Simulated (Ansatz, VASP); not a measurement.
## One calculation of Cr, two programs

Contents of INCAR:

```
PREC = Accurate ; ENCUT = 600
EDIFF = 1E-7 ; ISMEAR = 0
SIGMA = 0.1 ; LREAL = F
LASPH = T ; NELM = 100
ALGO = Normal ; ISIF = 3
LWAVE = F ; LCHARG = F
GGA = PE ; IBRION = 2
NSW = 90 ; EDIFFG = -0.04
```

Contents of KPOINTS:

```
regular mesh
0
Gamma
  6 6 6
```

The input POSCAR:

```
Cr
1.0
    0.0000000000      2.4633814864      2.4633814864
    2.4633814864      0.0000000000      2.4633814864
    2.4633814864      2.4633814864      0.0000000000
Cr
2
Direct
    0.5000000000      0.5000000000      0.5000000000
    0.7500000000      0.7500000000      0.7500000000
```

Input for Ansatz:

```yaml
crystal:
  lattice:
    - [0.0, 2.4633814864, 2.4633814864]
    - [2.4633814864, 0.0, 2.4633814864]
    - [2.4633814864, 2.4633814864, 0.0]
  atoms:
    - { symbol: Cr, position: [0.5, 0.5, 0.5] }
    - { symbol: Cr, position: [0.75, 0.75, 0.75] }
basis:
  ecutwfc: 420
kpoints:
  mp_grid: { grid: [6, 6, 6] }
hamiltonian:
  xc: pbe
scf:
  occupations: { method: gaussian, width: 0.1 }
  lower_state_search: "off"
output:
  forces: true
  stress: true
  eigenvalues: true
relax:
  adjacent_minimum: "off"
  f_tol: 0.04
  max_steps: 70
  cell: { stress_tol: 0.4 }
```

Alike in both runs: task relaxation of cell and atoms; functional PBE; k mesh 6 × 6 × 6; occupations gaussian, width 0.1 eV; no spin polarisation.

```csv
,VASP,Ansatz
version,VASP 6.6.1,Ansatz 0.2.0
potentials or method,"VASP PAW PBE potentials, release 64 (Cr_pv), cutoff 600 eV","scalar-relativistic, plane waves, PAW"
valence electrons in the cell,24,28
```

|  | VASP | Ansatz | Ansatz less VASP |
| --- | --- | --- | --- |
| gap on the k mesh at the Fermi level, each at its own relaxed structure (eV) | none | none | - |
| relaxed volume (Å³/atom) | 16.56 | 16.52 | -0.039 |
| relaxed cell length with the largest relative difference (Å) | 3.605 | 3.602 | -0.0028 |

A gap of «none» marks a metal or a gap that the smearing closes. VASP's potentials hold 24 valence electrons a cell and Ansatz's 28, so a difference there can come from the potentials and not from the codes.

The k mesh is coarse, so the values compare programs but aren't converged.
